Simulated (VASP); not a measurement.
# Te (P3_121) in VASP: single point with PBE

Aim: the single point of Te with PBE.

All numbers are computed with VASP 6.6.1; they aren't measurements. Logs are shortened: lines on timing, memory, paths and dates and some standing lists are left out, and cuts for length are marked.

## Step 1: The cell of the first run

Symmetry: P3_121, No. 152, trigonal system. The conventional cell has a = 4.471 Å, b = 4.471 Å, c = 5.949 Å, α = 90.00°, β = 90.00°, γ = 120.00°. Te (site symmetry 2) has 6 Te at 2.85 to 3.50 Å within 3.8 Å.

## Step 2: Single point, PBE, non-collinear spin, zero start, spin-orbit coupling

File INCAR:

```
PREC = Accurate
ENCUT = 520
EDIFF = 1E-6
ISMEAR = -1
SIGMA = 0.02
LREAL = False
LASPH = True
NELM = 150
ALGO = Normal
ISIF = 2
LWAVE = False
LCHARG = False
LNONCOLLINEAR = True
MAGMOM = 0 0 0 0 0 0 0 0 0
LORBIT = 11
LSORBIT = True
GGA_COMPAT = False
LORBMOM = True
GGA = PE
NBANDS = 31
```

File KPOINTS:

```
Automatic mesh
0
Gamma
  6 6 4
```

File POSCAR:

```
Te
1.0
    4.4712579917      0.0000000000      0.0000000000
   -2.2356289959      3.8722230077      0.0000000000
    0.0000000000      0.0000000000      5.9487466911
Te
3
Direct
    0.2641920560      0.0000000000      0.3333333333
    0.0000000000      0.2641920560      0.6666666667
    0.7358079440      0.7358079440      0.0000000000
```

Potentials or basis: VASP PAW PBE potentials, release 64 (Te).

Launch:

```sh
$ cat potpaw_PBE.64/Te/POTCAR > POTCAR
$ mpirun -np 1 vasp_ncl > vasp.out
```

OUTCAR:

```text
PREC = Accurate
   ENCUT = 520
   EDIFF = 1E-6
   ISMEAR = -1
   LREAL = False
   LASPH = True
   NELM = 150
   ISIF = 2
   LNONCOLLINEAR = True
   LORBIT = 11
   LSORBIT = True
   GGA = PE

 ion  position               nearest neighbor table
   1  0.264  0.000  0.333-   3 2.85   2 2.85   3 3.50   3 3.50   2 3.50   2 3.50
   2  0.000  0.264  0.667-   3 2.85   1 2.85   3 3.50   3 3.50   1 3.50   1 3.50
   3  0.736  0.736  0.000-   1 2.85   2 2.85   2 3.50   1 3.50   1 3.50   2 3.50

  LATTYP: Found a hexagonal cell.
 ALAT       =     4.4712579917
 C/A-ratio  =     1.3304413886

  Lattice vectors:

 A1 = (   4.4712579917,   0.0000000000,   0.0000000000)
 A2 = (  -2.2356289959,   3.8722230077,   0.0000000000)
 A3 = (   0.0000000000,   0.0000000000,   5.9487466911)

Analysis of symmetry for initial positions (statically):
=====================================================================
 Subroutine PRICEL returns:
 Original cell was already a primitive cell.

 Routine SETGRP: Setting up the symmetry group for a
 hexagonal supercell.

 Subroutine GETGRP returns: Found  6 space group operations
 (whereof  2 operations were pure point group operations)
 out of a pool of 24 trial point group operations.

The static configuration has the point symmetry C_2 .
 The point group associated with its full space group is D_3 .

Analysis of symmetry for dynamics (positions and initial velocities):
=====================================================================
 Subroutine PRICEL returns:
 Original cell was already a primitive cell.

 Routine SETGRP: Setting up the symmetry group for a
 hexagonal supercell.

 Subroutine GETGRP returns: Found  6 space group operations
 (whereof  2 operations were pure point group operations)
 out of a pool of 24 trial point group operations.

The dynamic configuration has the point symmetry C_2 .
 The point group associated with its full space group is D_3 .

Analysis of structural, dynamic, and magnetic symmetry:
=====================================================================
 Subroutine PRICEL returns:
 Original cell was already a primitive cell.

 Routine SETGRP: Setting up the symmetry group for a
 hexagonal supercell.

 Subroutine GETGRP returns: Found  6 space group operations
 (whereof  2 operations were pure point group operations)
 out of a pool of 24 trial point group operations.

The overall configuration has the point symmetry C_2 .
 The point group associated with its full space group is D_3 .

 Subroutine INISYM returns: Found  6 space group operations
 (whereof  2 operations are pure point group operations),
 and found     1 'primitive' translations

----------------------------------------------------------------------------------------

                                     Primitive cell

  volume of cell :     102.9949

  direct lattice vectors                    reciprocal lattice vectors
     4.471257992  0.000000000  0.000000000     0.223650705  0.129124794  0.000000000
    -2.235628996  3.872223008  0.000000000     0.000000000  0.258249589  0.000000000
     0.000000000  0.000000000  5.948746691     0.000000000  0.000000000  0.168102636

  length of vectors
     4.471257992  4.471257992  5.948746691     0.258249589  0.258249589  0.168102636

  position of ions in fractional coordinates (direct lattice)
     0.264192056  0.000000000  0.333333333
     0.000000000  0.264192056  0.666666667
     0.735807944  0.735807944  0.000000000

  ion indices of the primitive-cell ions
   primitive index   ion index
                 1           1
                 2           2
                 3           3

----------------------------------------------------------------------------------------

 KPOINTS: Automatic mesh

Automatic generation of k-mesh.
 Grid dimensions read from file:
 generate k-points for:    6    6    4

 Generating k-lattice:

  Cartesian coordinates                     Fractional coordinates (reciprocal lattice)
     0.037275117  0.021520799  0.000000000     0.166666667 -0.000000000  0.000000000
     0.000000000  0.043041598  0.000000000     0.000000000  0.166666667  0.000000000
[... 101 lines left out ...]
  ext. energy  EPLUGINS =         0.00000000
  ---------------------------------------------------
  free energy    TOTEN  =        -9.75890758 eV

  energy without entropy =       -9.75839006  energy(sigma->0) =       -9.75864882

 E-fermi :   5.9778     XC(G=0):  -9.0080

 val. band max:        5.8709793872   @ k =  -0.3333  -0.3333   0.5000
 cond. band min:       5.9851090160   @ k =   0.3333   0.3333   0.5000
 fundamental gap:      0.1141296288
 Fermi energy:         5.9778086129

 k-point     1 :       0.0000    0.0000    0.0000
  band No.  band energies     occupation
      1      -7.7585      1.00000
      2      -7.7585      1.00000
      3      -4.4792      1.00000
      4      -4.4792      1.00000
      5      -4.4779      1.00000
      6      -4.4779      1.00000
[... 781 lines left out ...]
     29      11.9520      0.00000
     30      12.0296      0.00000

 [... further k-points ...]

 [bands above 30 left out]

------------------------ aborting loop because EDIFF is reached ----------------------------------------

  FORCE on cell =-STRESS in cart. coord.  units (eV):
  Direction    XX          YY          ZZ          XY          YZ          ZX
  --------------------------------------------------------------------------------------
  -------------------------------------------------------------------------------------
  Total        0.9555416      0.9555416      1.3818518     -0.0000000     -0.0000000      0.0000000
  in kB       14.8643056     14.8643056     21.4959418     -0.0000000     -0.0000000      0.0000000
  external PRESSURE =      17.0748510 kB  Pullay stress =       0.0000000 kB

 VOLUME and BASIS-vectors are now :
 -----------------------------------------------------------------------------
  energy-cutoff  :      520.00
  volume of cell :      102.99
      direct lattice vectors                 reciprocal lattice vectors
     4.471257992  0.000000000  0.000000000     0.223650705  0.129124794  0.000000000
    -2.235628996  3.872223008  0.000000000     0.000000000  0.258249589  0.000000000
     0.000000000  0.000000000  5.948746691     0.000000000  0.000000000  0.168102636

 POSITION                                       TOTAL-FORCE (eV/Angst)
 -----------------------------------------------------------------------------------
      1.18127      0.00000      1.98292         0.263534      0.000000     -0.000000
     -0.59064      1.02301      3.96583        -0.131767      0.228227      0.000000
      1.64499      2.84921      0.00000        -0.131767     -0.228227      0.000000
 -----------------------------------------------------------------------------------
    total drift:                               -0.000000     -0.000000      0.000000

  FREE ENERGIE OF THE ION-ELECTRON SYSTEM (eV)
  ---------------------------------------------------
  free  energy   TOTEN  =        -9.7589075821 eV

  energy  without entropy=       -9.7583900572  energy(sigma->0) =       -9.75864882

 orbital moment (x)

 # of ion     p       d       tot
 ----------------------------------------
  1         0.000  -0.000   0.000
  2        -0.000   0.000  -0.000
  3        -0.000   0.000  -0.000
 ----------------------------------------
            0.000   0.000   0.000

 orbital moment (y)

 # of ion     p       d       tot
 ----------------------------------------
  1         0.000  -0.000   0.000
  2         0.000  -0.000   0.000
  3        -0.000   0.000  -0.000
 ----------------------------------------
            0.000  -0.000   0.000

 orbital moment (z)

 # of ion     p       d       tot
 ----------------------------------------
  1         0.000   0.000   0.000
  2        -0.000   0.000  -0.000
  3         0.000  -0.000   0.000
 ----------------------------------------
            0.000   0.000   0.000

 Spin-Orbit-Coupling matrix elements

 Ion:    1  E_soc:     -0.2344491
 l=   1
     0.0000000    -0.0405670    -0.0397266
    -0.0405670     0.0000000    -0.0366351
    -0.0397266    -0.0366351     0.0000000
 l=   2
     0.0000000    -0.0000224     0.0000000    -0.0000181    -0.0000391
    -0.0000224     0.0000000    -0.0000380    -0.0000469    -0.0000202
     0.0000000    -0.0000380     0.0000000    -0.0000990     0.0000000
    -0.0000181    -0.0000469    -0.0000990     0.0000000    -0.0000119
    -0.0000391    -0.0000202     0.0000000    -0.0000119     0.0000000
 l=   3
     0.0000000     0.0000000     0.0000000     0.0000000     0.0000000     0.0000000     0.0000000
     0.0000000     0.0000000     0.0000000     0.0000000     0.0000000     0.0000000     0.0000000
     0.0000000     0.0000000     0.0000000     0.0000000     0.0000000     0.0000000     0.0000000
     0.0000000     0.0000000     0.0000000     0.0000000     0.0000000     0.0000000     0.0000000
[... 29 lines left out ...]
 l=   2
     0.0000000    -0.0000161     0.0000000    -0.0000182    -0.0000391
    -0.0000161     0.0000000    -0.0000838    -0.0000469    -0.0000172
     0.0000000    -0.0000838     0.0000000    -0.0000533     0.0000000
    -0.0000182    -0.0000469    -0.0000533     0.0000000    -0.0000213
    -0.0000391    -0.0000172     0.0000000    -0.0000213     0.0000000
 l=   3
     0.0000000     0.0000000     0.0000000     0.0000000     0.0000000     0.0000000     0.0000000
     0.0000000     0.0000000     0.0000000     0.0000000     0.0000000     0.0000000     0.0000000
     0.0000000     0.0000000     0.0000000     0.0000000     0.0000000     0.0000000     0.0000000
     0.0000000     0.0000000     0.0000000     0.0000000     0.0000000     0.0000000     0.0000000
     0.0000000     0.0000000     0.0000000     0.0000000     0.0000000     0.0000000     0.0000000
     0.0000000     0.0000000     0.0000000     0.0000000     0.0000000     0.0000000     0.0000000
     0.0000000     0.0000000     0.0000000     0.0000000     0.0000000     0.0000000     0.0000000

 total charge

# of ion       s       p       d       tot
------------------------------------------
    1        1.432   1.823   0.042   3.297
    2        1.432   1.823   0.042   3.297
    3        1.432   1.823   0.042   3.297
--------------------------------------------------
tot          4.296   5.469   0.127   9.892

 magnetization (x)

# of ion       s       p       d       tot
------------------------------------------
    1       -0.000   0.000  -0.000   0.000
    2        0.000  -0.000   0.000  -0.000
    3        0.000  -0.000   0.000  -0.000
--------------------------------------------------
tot          0.000  -0.000   0.000  -0.000

 magnetization (y)

# of ion       s       p       d       tot
------------------------------------------
    1        0.000   0.000  -0.000   0.000
    2       -0.000   0.000  -0.000   0.000
    3        0.000  -0.000   0.000  -0.000
--------------------------------------------------
tot          0.000   0.000  -0.000   0.000

 magnetization (z)

# of ion       s       p       d       tot
------------------------------------------
    1        0.000  -0.000   0.000  -0.000
    2        0.000   0.000   0.000   0.000
    3        0.000   0.000   0.000   0.000
--------------------------------------------------
tot          0.000  -0.000   0.000  -0.000
```

Run time: 2.7 min. Hardware: 1 thread of AMD EPYC 7R13 (Zen 3), shared host; peak memory 0.51 GiB.

What came out:

| Property | Result |
| --- | --- |
| Free energy | -9.7589 eV |
| Pressure | 1.7 GPa |
| Largest force | 0.264 eV/Å |
| Net moment | 0.00 μB per cell |
| Valence electrons inside the program's atomic spheres | Te 3.30 |

Forces in eV/Å, atoms in the order of the input:
```
Te   0.264  0.000  0.000
Te  -0.132  0.228  0.000
Te  -0.132 -0.228  0.000
```

Moments on the atoms (μB; x, y, z):
```
Te  0.00 0.00 0.00
Te  0.00 0.00 0.00
Te  0.00 0.00 0.00
```
